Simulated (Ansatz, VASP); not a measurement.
# Rb3HgO2 in VASP and in Ansatz

```
Rb Hg O
1.0
     6.40531    0.00000    0.00000
    -3.20265    5.54716    0.00000
     0.00000    0.00000    4.81362
Rb Hg O
3 1 2
Direct
  0.50000 0.00000 0.50000
  0.00000 0.50000 0.50000
  0.50000 0.50000 0.50000
  0.00000 0.00000 0.00000
  0.33333 0.66667 0.00000
  0.66667 0.33333 0.00000
```

Change from the starting cell: species swapped into the CeZn2Ni3 type (P6/mmm, No. 191).

Alike in both runs: task single point; functional PBE; k mesh 3 × 3 × 4; occupations gaussian, width 0.1 eV; no spin polarisation.

|  | VASP | Ansatz |
| --- | --- | --- |
| version | VASP 6.6.1 | Ansatz 0.2.0 |
| potentials or method | VASP PAW PBE potentials, release 64 (Rb_sv, Hg, O), cutoff 520 eV | scalar-relativistic, plane waves, PAW |
| valence electrons in the cell | 51 | 59 |

Ansatz gave:

* gap on the k mesh at the Fermi level (eV): none
* pressure (GPa): -0.4
* traceless stress, the component that is largest in VASP (GPa): -10.41

Task: What did VASP give for the same quantities?

Result: gap on the k mesh at the Fermi level (eV): none; pressure (GPa): -0.4; traceless stress, the component that is largest in VASP (GPa): -10.42.

A gap of «none» marks a metal or a gap that the smearing closes. VASP's potentials hold 51 valence electrons a cell and Ansatz's 59, so a difference there can come from the potentials and not from the codes.

The k mesh is coarse, so the values compare programs but aren't converged. Spin-orbit coupling is off throughout.
